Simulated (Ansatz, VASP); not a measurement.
**One calculation of KBr, two programs**

Contents of INCAR:

```
SYSTEM = KBr
ALGO = Normal
EDIFF = 1E-6
ENCUT = 520
GGA = PS
GGA_COMPAT = .FALSE.
ISIF = 2
ISMEAR = 0
LASPH = .TRUE.
LCHARG = .FALSE.
LORBIT = 11
LORBMOM = .TRUE.
LREAL = .FALSE.
LSORBIT = .TRUE.
LWAVE = .FALSE.
MAGMOM = 0 0 0 0 0 0
NBANDS = 28
NELM = 150
PREC = Accurate
SIGMA = 0.01
```

Contents of KPOINTS:

```
k-points
0
G
  6 6 6
  0 0 0
```

POSCAR

```
KBr
1.0
    0.0000000000      3.2909012079      3.2909012079
    3.2909012079      0.0000000000      3.2909012079
    3.2909012079      3.2909012079      0.0000000000
K Br
1 1
Direct
    0.0000000000      0.0000000000      0.0000000000
    0.5000000000      0.5000000000      0.5000000000
```

Input for Ansatz:

```yaml
crystal:
  lattice:
    - [0.0, 3.29090120788, 3.29090120788]
    - [3.29090120788, 0.0, 3.29090120788]
    - [3.29090120788, 3.29090120788, 0.0]
  atoms:
    - { symbol: K, position: [0.0, 0.0, 0.0] }
    - { symbol: Br, position: [0.5, 0.5, 0.5] }
kpoints:
  mp_grid: { grid: [6, 6, 6] }
scf:
  occupations: { method: fixed }
  convergence: { dr2_threshold: 1.0e-10 }
hamiltonian:
  xc: pbesol
  pseudopotentials: { kind: all_electron, lapw: { basis_error: 0.0005 } }
magnetization:
  noncollinear: true
  spin_orbit: true
output:
  forces: true
  stress: true
  eigenstates:
    kpoints:
      - [0.0, 0.0, 0.0]
      - [-0.5, 0.0, -0.5]
      - [0.0, -0.5, -0.5]
      - [-0.5, -0.5, 0.0]
      - [-0.5, 0.0, 0.0]
      - [0.0, -0.5, 0.0]
      - [0.0, 0.0, -0.5]
      - [-0.5, -0.5, -0.5]
  eigenvalues: true
```

Alike in both runs: task single point; functional PBEsol; k mesh 6 × 6 × 6; non-collinear spin, spin-orbit coupling.

|  | VASP | Ansatz |
| --- | --- | --- |
| version | VASP 6.6.1 | Ansatz 0.2.0 |
| potentials or method | VASP PAW PBE potentials, release 64 (K_sv, Br), cutoff 520 eV | all-electron LAPW |
| occupations | gaussian, width 0.01 eV | fixed |

|  | VASP | Ansatz | Ansatz less VASP |
| --- | --- | --- | --- |
| pressure (GPa) | -0.2 | -0.2 | -0.05 |

VASP's potentials were made for PBE, not for PBEsol. Ansatz ran all-electron here, and VASP with PAW potentials.
